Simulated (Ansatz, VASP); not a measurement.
**Al2Cu: VASP beside Ansatz**

```
CELL_PARAMETERS angstrom
2.77495 0.00000 0.00000
-1.38747 2.40318 0.00000
0.00000 0.00000 13.30560
ATOMIC_POSITIONS crystal
Al 0.33333 0.66667 0.22795
Al 0.33333 0.66667 0.59303
Al 0.66667 0.33333 0.40697
Al 0.66667 0.33333 0.77205
Cu 0.33333 0.66667 0.92372
Cu 0.66667 0.33333 0.07628
```

Alike in both runs: functional PBE; k mesh 6 × 6 × 2; occupations gaussian, width 0.1 eV; no spin polarisation.

Ansatz relaxed the structure, and its values are those at the end. VASP's run is a single point on that final structure, the one shown.

|  | VASP | Ansatz |
| --- | --- | --- |
| version | VASP 6.6.1 | Ansatz 0.2.0 |
| potentials or method | VASP PAW PBE potentials, release 64 (Al, Cu), cutoff 520 eV | scalar-relativistic, plane waves, PAW |
| valence electrons in the cell | 34 | 50 |

|  | VASP | Ansatz | Ansatz less VASP |
| --- | --- | --- | --- |
| gap on the k mesh at the Fermi level (eV) | none | none | - |
| pressure (GPa) | 0.1 | -0.1 | -0.13 |
| rms of the force components (eV/Å) | 0.015 | 0.009 | -0.0059 |

A gap of «none» marks a metal or a gap that the smearing closes. VASP's potentials hold 34 valence electrons a cell and Ansatz's 50, so a difference there can come from the potentials and not from the codes.

The k mesh is coarse, so the values compare programs but aren't converged.
